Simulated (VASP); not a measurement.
# Si (Fm-3m) in VASP: notebook

Runs on Si. Level: RPBE. Tasks: single point.

Everything below comes from runs of VASP 6.6.1. Logs are shortened: lines on timing, memory, paths and dates and some standing lists are left out, and cuts for length are marked.

## 1. The cell of the first run

The structure is cubic, space group Fm-3m (No. 225). Conventional cell: a = 3.829 Å, b = 3.829 Å, c = 3.829 Å, α = 90.00°, β = 90.00°, γ = 90.00°. Si (site symmetry m-3m) has 12 Si at 2.71 Å within 3.6 Å.

## 2. Single point, RPBE (volume scaled by 0.96)

INCAR

```
PREC = Accurate
ENCUT = 520
EDIFF = 1E-6
ISMEAR = -1
SIGMA = 0.1
LREAL = F
LASPH = T
NELM = 80
ALGO = Normal
ISIF = 2
LWAVE = F
LCHARG = T
GGA = RP
LELF = T
LVHAR = T
NBANDS = 8
```

KPOINTS

```
regular mesh
0
Gamma
  16 16 16
```

POSCAR

```
Si
1.0
    0.0000000000      1.9145522295      1.9145522295
    1.9145522295      0.0000000000      1.9145522295
    1.9145522295      1.9145522295      0.0000000000
Si
1
Direct
    0.0000000000      0.0000000000      0.0000000000
```

Potentials or basis: VASP PAW PBE potentials, release 64 (Si).

Run with:

```sh
cat potpaw_PBE.64/Si/POTCAR > POTCAR
mpirun -np 1 vasp_std > vasp.out
```

OUTCAR:

```text
PREC = Accurate
   ENCUT = 520
   EDIFF = 1E-6
   ISMEAR = -1
   LREAL = F
   LASPH = T
   NELM = 80
   ISIF = 2
   GGA = RP

 ion  position               nearest neighbor table
   1  0.000  0.000  0.000-

  LATTYP: Found a face centered cubic cell.
 ALAT       =     3.8291044590

  Lattice vectors:

 A1 = (   0.0000000000,   1.9145522295,   1.9145522295)
 A2 = (   1.9145522295,   0.0000000000,   1.9145522295)
 A3 = (   1.9145522295,   1.9145522295,   0.0000000000)

Analysis of symmetry for initial positions (statically):
=====================================================================
 Subroutine PRICEL returns:
 Original cell was already a primitive cell.

 Routine SETGRP: Setting up the symmetry group for a
 face centered cubic supercell.

 Subroutine GETGRP returns: Found 48 space group operations
 (whereof 48 operations were pure point group operations)
 out of a pool of 48 trial point group operations.

The static configuration has the point symmetry O_h .

Analysis of symmetry for dynamics (positions and initial velocities):
=====================================================================
 Subroutine PRICEL returns:
 Original cell was already a primitive cell.

 Routine SETGRP: Setting up the symmetry group for a
 face centered cubic supercell.

 Subroutine GETGRP returns: Found 48 space group operations
 (whereof 48 operations were pure point group operations)
 out of a pool of 48 trial point group operations.

The dynamic configuration has the point symmetry O_h .

 Subroutine INISYM returns: Found 48 space group operations
 (whereof 48 operations are pure point group operations),
 and found     1 'primitive' translations

----------------------------------------------------------------------------------------

                                     Primitive cell

  volume of cell :      14.0356

  direct lattice vectors                    reciprocal lattice vectors
     0.000000000  1.914552229  1.914552229    -0.261157670  0.261157670  0.261157670
     1.914552229  0.000000000  1.914552229     0.261157670 -0.261157670  0.261157670
     1.914552229  1.914552229  0.000000000     0.261157670  0.261157670 -0.261157670

  length of vectors
     2.707585729  2.707585729  2.707585729     0.452338354  0.452338354  0.452338354

  position of ions in fractional coordinates (direct lattice)
     0.000000000  0.000000000  0.000000000

  ion indices of the primitive-cell ions
   primitive index   ion index
                 1           1

----------------------------------------------------------------------------------------

 KPOINTS: regular mesh

Automatic generation of k-mesh.
 Grid dimensions read from file:
 generate k-points for:   16   16   16

 Generating k-lattice:

  Cartesian coordinates                     Fractional coordinates (reciprocal lattice)
    -0.016322354  0.016322354  0.016322354     0.062500000  0.000000000  0.000000000
     0.016322354 -0.016322354  0.016322354     0.000000000  0.062500000  0.000000000
     0.016322354  0.016322354 -0.016322354     0.000000000  0.000000000  0.062500000

  Length of vectors
     0.028271147  0.028271147  0.028271147

  Shift w.r.t. Gamma in fractional coordinates (k-lattice)
     0.000000000  0.000000000  0.000000000

 Subroutine IBZKPT returns following result:
 ===========================================

 Found    145 irreducible k-points:

 Following reciprocal coordinates:
            Coordinates               Weight
  0.000000  0.000000  0.000000      1.000000
  0.062500  0.000000  0.000000      8.000000
  0.125000  0.000000  0.000000      8.000000
  0.187500  0.000000  0.000000      8.000000
  0.250000  0.000000  0.000000      8.000000
  0.312500  0.000000  0.000000      8.000000
[... 16 lines left out ...]
 -0.125000  0.062500  0.000000     24.000000
 -0.062500  0.062500  0.000000     12.000000
 [... further k-points ...]
   k-points           NKPTS =    145   k-points in BZ     NKDIM =    145   number of bands    NBANDS=      8
   number of dos      NEDOS =    301   number of ions     NIONS =      1
   total plane-waves  NPLWV =   8000
   dimension x,y,z NGX =    20 NGY =   20 NGZ =   20
   dimension x,y,z NGXF=    40 NGYF=   40 NGZF=   40
   ions per type =               1
   NGX,Y,Z   is equivalent  to a cutoff of  12.28, 12.28, 12.28 a.u.
   NGXF,Y,Z  is equivalent  to a cutoff of  24.56, 24.56, 24.56 a.u.
 SYSTEM =  unknown system
   PREC   = accura    normal or accurate (medium, high low for compatibility)
   ISTART =      0    job   : 0-new  1-cont  2-samecut
   ICHARG =      2    charge: 1-file 2-atom 10-const
   ISPIN  =      1    spin polarized calculation?
   LNONCOLLINEAR =      F non collinear calculations
   LSORBIT =      F    spin-orbit coupling
   LASPH  =      T    aspherical Exc in radial PAW
   ENCUT  =  520.0 eV  38.22 Ry    6.18 a.u.   5.03  5.03  5.03*2*pi/ulx,y,z
   NELM   =     80;   NELMIN=  2; NELMDL= -5     # of ELM steps
   EDIFF  = 0.1E-05   stopping-criterion for ELM
   LREAL  =      F    real-space projection
   EDIFFG = 0.1E-04   stopping-criterion for IOM
   NSW    =      0    number of steps for IOM
   IBRION =     -1    ionic relax: 0-MD 1-quasi-New 2-CG
   NFREE  =      0    steps in history (QN), initial steepest desc. (CG)
   ISIF   =      2    stress and relaxation
   ISYM   =      2    0-nonsym 1-usesym 2-fastsym
   POTIM  = 0.5000    time-step for ionic-motion
   TEBEG  =    0.0;   TEEND  =   0.0 temperature during run
   PSTRESS=    0.0 pullay stress
   NELECT =       4.0000    total number of electrons
   NUPDOWN=      -1.0000    fix difference up-down
   EMIN   =  10.00;   EMAX   =-10.00  energy-range for DOS
   EFERMI =   0.00;   METHOD = LEGACY
   ISMEAR =    -1;   SIGMA  =   0.10  broadening in eV -4-tet -1-fermi 0-gaus
   EFERMI_NEDOS =   21; number of points for ismear=-14 and -15
   IALGO  =     38    algorithm
   IMIX   =      4    mixing-type and parameters
     AMIX     =   0.40;   BMIX     =  1.00
     AMIX_MAG =   1.60;   BMIX_MAG =  1.00
  volume/ion in A,a.u.               =      14.04        94.72
  Fermi-wavevector in a.u.,A,eV,Ry     =   1.077335  2.035869 15.791624  1.160652
  Thomas-Fermi vector in A             =   2.213244
   LORBIT       =      0    0 simple, 1 ext, 2 COOP (PROOUT), +10 PAW based schemes
   GGA     = RP    functional components
   LHFCALC =     F    Hartree Fock is set to
   AEXX    =    0.0000 exact exchange contribution
   IVDW    =     0    specifies the selected vdW correction
   LEPSILON=     F    determine dielectric tensor
   LRPA    =     F    only Hartree local field effects (RPA)
 non-spin polarized calculation
  energy-cutoff  :      520.00
  volume of cell :       14.04
 maximum number of plane-waves:       391
   NGX =  9   NGY =  9   NGZ =  9

 number of electron       4.0000000 magnetization

 Free energy of the ion-electron system (eV)
  ---------------------------------------------------
  ext. energy  EPLUGINS =         0.00000000
  ---------------------------------------------------
  free energy    TOTEN  =        -4.59394558 eV

  energy without entropy =       -4.57892730  energy(sigma->0) =       -4.58643644

 E-fermi :  10.6954     XC(G=0): -11.3080

 val. band max:       10.6863399488   @ k =  -0.2500   0.1250   0.0000
 cond. band min:      10.7753742559   @ k =  -0.4375   0.3125   0.0625
 fundamental gap:      0.0890343071
 Fermi energy:        10.6954190871

 k-point     1 :       0.0000    0.0000    0.0000
  band No.  band energies     occupation
      1      -4.0870      2.00000
      2      22.2656      0.00000
      3      22.2656      0.00000
      4      22.2656      0.00000
      5      22.6400      0.00000
      6      22.6400      0.00000
      7      22.6400      0.00000
      8      28.0437      0.00000

 k-point     2 :       0.0625    0.0000    0.0000
  band No.  band energies     occupation
      1      -3.9708      2.00000
      2      20.0431      0.00000
      3      21.4887      0.00000
      4      21.4887      0.00000
      5      23.5639      0.00000
      6      23.5639      0.00000
      7      23.8576      0.00000
      8      28.9948      0.00000

 k-point     3 :       0.1250    0.0000    0.0000
  band No.  band energies     occupation
      1      -3.6224      2.00000
      2      17.3267      0.00000
      3      20.7283      0.00000
      4      20.7283      0.00000
      5      24.1955      0.00000
      6      24.6585      0.00000
      7      24.6585      0.00000
      8      28.0587      0.00000

 k-point     4 :       0.1875    0.0000    0.0000
  band No.  band energies     occupation
      1      -3.0431      2.00000
      2      14.6043      0.00000
      3      20.1493      0.00000
      4      20.1493      0.00000
      5      24.1498      0.00000
      6      25.0665      0.00000
      7      25.0665      0.00000
      8      27.8009      0.00000

 k-point     5 :       0.2500    0.0000    0.0000
  band No.  band energies     occupation
      1      -2.2350      2.00000
      2      11.9877      0.00000
      3      19.7556      0.00000
      4      19.7556      0.00000
      5      24.0524      0.00000
      6      24.2870      0.00000
      7      24.2870      0.00000
      8      28.9946      0.00000
[... 177 lines left out ...]
 k-point    22 :      -0.1875    0.0625    0.0000
  band No.  band energies     occupation
      1      -2.6963      2.00000
      2      13.7996      0.00000
      3      18.0429      0.00000
      4      21.2425      0.00000
      5      23.9028      0.00000
      6      24.7095      0.00000
      7      25.4829      0.00000
      8      26.7767      0.00000

 k-point    23 :      -0.1250    0.0625    0.0000
  band No.  band energies     occupation
      1      -3.3518      2.00000
      2      16.4745      0.00000
      3      18.5512      0.00000
      4      21.8211      0.00000
      5      23.8153      0.00000
      6      24.6612      0.00000
      7      25.8681      0.00000
      8      26.6370      0.00000

 k-point    24 :      -0.0625    0.0625    0.0000
  band No.  band energies     occupation
      1      -3.7771      2.00000
      2      19.0412      0.00000
      3      19.3672      0.00000
      4      22.3528      0.00000
      5      22.9397      0.00000
      6      24.2956      0.00000
      7      25.0680      0.00000
      8      27.7887      0.00000

 [... further k-points ...]
[... 5 lines left out ...]
  --------------------------------------------------------------------------------------
  -------------------------------------------------------------------------------------
  Total        0.3055358      0.3055358      0.3055358     -0.0000000     -0.0000000      0.0000000
  in kB       34.8771547     34.8771547     34.8771547     -0.0000000     -0.0000000      0.0000000
  external PRESSURE =      34.8771547 kB  Pullay stress =       0.0000000 kB

 VOLUME and BASIS-vectors are now :
 -----------------------------------------------------------------------------
  energy-cutoff  :      520.00
  volume of cell :       14.04
      direct lattice vectors                 reciprocal lattice vectors
     0.000000000  1.914552229  1.914552229    -0.261157670  0.261157670  0.261157670
     1.914552229  0.000000000  1.914552229     0.261157670 -0.261157670  0.261157670
     1.914552229  1.914552229  0.000000000     0.261157670  0.261157670 -0.261157670

 POSITION                                       TOTAL-FORCE (eV/Angst)
 -----------------------------------------------------------------------------------
      0.00000      0.00000      0.00000         0.000000      0.000000      0.000000
 -----------------------------------------------------------------------------------
    total drift:                                0.000000      0.000000     -0.000000

  FREE ENERGIE OF THE ION-ELECTRON SYSTEM (eV)
  ---------------------------------------------------
  free  energy   TOTEN  =        -4.5939455814 eV

  energy  without entropy=       -4.5789273017  energy(sigma->0) =       -4.58643644
```

Wall time 10 s (1 thread of Intel Xeon Platinum 8259CL at 2.50GHz (Skylake/Cascade Lake), shared host); peak memory 0.12 GiB.

What came out:

```yaml
Free_energy: -4.5939 eV
Pressure: 3.5 GPa
Band_gap_on_the_k_mesh: zero (band 2 reaches 22.27 eV, above the bottom of band 3 at 7.49 eV)
```

Caveat: the cell differs from its parent crystal (volume scaled by 0.96); the PAW data sets were made with another functional, which shifts forces and pressure a little.

## 3. Single point, RPBE

This run uses another cell than the first one, of 14.62 Å³/atom, 1.042 times its volume.

INCAR

```
PREC = Accurate ; ENCUT = 520
EDIFF = 1E-6 ; ISMEAR = -1
SIGMA = 0.1 ; LREAL = F
LASPH = T ; NELM = 100
ALGO = Normal ; ISIF = 2
LWAVE = F ; LCHARG = F
GGA = RP ; NBANDS = 8
```

KPOINTS is that of step 2.

POSCAR

```
Si
1.0
    0.0000000000      1.9407822318      1.9407822318
    1.9407822318      0.0000000000      1.9407822318
    1.9407822318      1.9407822318      0.0000000000
Si
1
Direct
    0.0000000000      0.0000000000      0.0000000000
```

Potentials or basis: VASP PAW PBE potentials, release 64 (Si).

Run with:

```sh
cat potpaw_PBE.64/Si/POTCAR > POTCAR
mpirun -np 1 vasp_std > vasp.out
```

Wall time 10 s (1 thread of Intel Xeon Platinum 8259CL at 2.50GHz (Skylake/Cascade Lake), shared host); peak memory 0.12 GiB.

Results (log left out):

* Free energy: -4.5998 eV
* Pressure: -0.2 GPa
* Band gap on the k mesh: zero (band 2 reaches 21.22 eV, above the bottom of band 3 at 7.05 eV)

Levels at points of the mesh, in eV from the Fermi level:
| k point | band 1 | band 2 | band 3 | band 4 | band 5 |
| --- | --- | --- | --- | --- | --- |
| (0.00, 0.00, 0.00) | -14.40 | 11.07 | 11.07 | 11.07 | 11.79 |
| (0.50, 0.00, 0.00) | -7.60 | -6.94 | 8.50 | 8.50 | 10.72 |
| (0.50, 0.50, 0.00) | -5.35 | -4.52 | 3.15 | 3.15 | 4.32 |

Caveat: the PAW data sets were made with another functional, which shifts forces and pressure a little.

## 4. Single point, RPBE (volume scaled by 1.04)

INCAR

```
PREC = Accurate
ENCUT = 520
EDIFF = 1E-7
ISMEAR = -1
SIGMA = 0.1
LREAL = False
LASPH = True
NELM = 60
ALGO = Normal
ISIF = 2
LWAVE = False
LCHARG = False
GGA = RP
NBANDS = 8
```

KPOINTS

```
Automatic mesh
0
Gamma
  16 16 16
```

POSCAR

```
Si
1.0
    0.0000000000      1.9663217689      1.9663217689
    1.9663217689      0.0000000000      1.9663217689
    1.9663217689      1.9663217689      0.0000000000
Si
1
Direct
    0.0000000000      0.0000000000      0.0000000000
```

Run with:

```sh
cat potpaw_PBE.64/Si/POTCAR > POTCAR
mpirun -np 1 vasp_std > vasp.out
```

Run time: 15 s. Hardware: 1 thread of Intel Xeon Platinum 8259CL at 2.50GHz (Skylake/Cascade Lake), shared host; peak memory 0.13 GiB.

It converged, with:

| Property | Result |
| --- | --- |
| Free energy | -4.5934 eV |
| Pressure | -3.2 GPa |
| Band gap on the k mesh | zero (band 2 reaches 20.24 eV, above the bottom of band 3 at 6.66 eV) |

Levels at points of the mesh, in eV from the Fermi level:
```tsv
k point	band 1	band 2	band 3	band 4	band 5	band 6	band 7
(0.00, 0.00, 0.00)	-14.04	10.61	10.61	10.61	11.65	11.65	11.65
(0.50, 0.00, 0.00)	-7.49	-6.68	8.15	8.15	10.61	10.61	12.74
(0.50, 0.50, 0.00)	-5.16	-4.51	3.04	3.04	4.39	6.51	23.81
```

Caveat: the cell differs from its parent crystal (volume scaled by 1.04); the PAW data sets were made with another functional, which shifts forces and pressure a little.

## 5. Single point, RPBE (volume scaled by 1.08)

INCAR

```
ALGO = Normal
EDIFF = 1E-7
ENCUT = 520
GGA = RP
ISIF = 2
ISMEAR = -1
LASPH = True
LCHARG = False
LREAL = False
LWAVE = False
NBANDS = 8
NELM = 80
PREC = Accurate
SIGMA = 0.1
```

KPOINTS

```
k-points
0
Gamma
  16 16 16
```

POSCAR

```
Si
1.0
    0.0000000000      1.9912145605      1.9912145605
    1.9912145605      0.0000000000      1.9912145605
    1.9912145605      1.9912145605      0.0000000000
Si
1
Direct
    0.0000000000      0.0000000000      0.0000000000
```

Run with:

```sh
cat potpaw_PBE.64/Si/POTCAR > POTCAR
mpirun -np 1 vasp_std > vasp.out
```

It took 12 s on 1 thread of Intel Xeon Platinum 8259CL at 2.50GHz (Skylake/Cascade Lake), shared host; peak memory 0.14 GiB.

The run converged. Its results:

```
Free energy            : -4.5775 eV
Pressure               : -5.5 GPa
Band gap on the k mesh : zero (band 2 reaches 19.33 eV, above the bottom of band 3 at 6.31 eV)
```

Levels at points of the mesh, in eV from the Fermi level:
```tsv
k point	band 1	band 2	band 3	band 4	band 5	band 6	band 7
(0.00, 0.00, 0.00)	-13.69	10.18	10.18	10.18	11.51	11.51	11.51
(0.50, 0.00, 0.00)	-7.38	-6.44	7.83	7.83	10.51	10.51	12.35
(0.50, 0.50, 0.00)	-4.97	-4.50	2.94	2.94	4.46	6.32	23.31
```

Caveat: the cell differs from its parent crystal (volume scaled by 1.08); the PAW data sets were made with another functional, which shifts forces and pressure a little.

## 6. Summary

| cell | gap on the mesh (eV) | pressure (GPa) |
| --- | --- | --- |
| a = 2.708 Å, angles 60.0°, 1 atom | none | 3.5 |
| a = 2.745 Å, angles 60.0°, 1 atom | none | -0.2 |
| a = 2.781 Å, angles 60.0°, 1 atom | none | -3.2 |
| a = 2.816 Å, angles 60.0°, 1 atom | none | -5.5 |

Alike in all rows: task single point; level RPBE; potentials or basis VASP PAW PBE potentials, release 64 (Si); no spin polarisation; k mesh 16 × 16 × 16; cutoff (eV) 520; smearing fermi-dirac 0.1 eV.

Caveats: the PAW data sets were made with another functional, which shifts forces and pressure a little.

Total energies depend on the potentials used, so only differences within one code and one set of settings carry meaning.
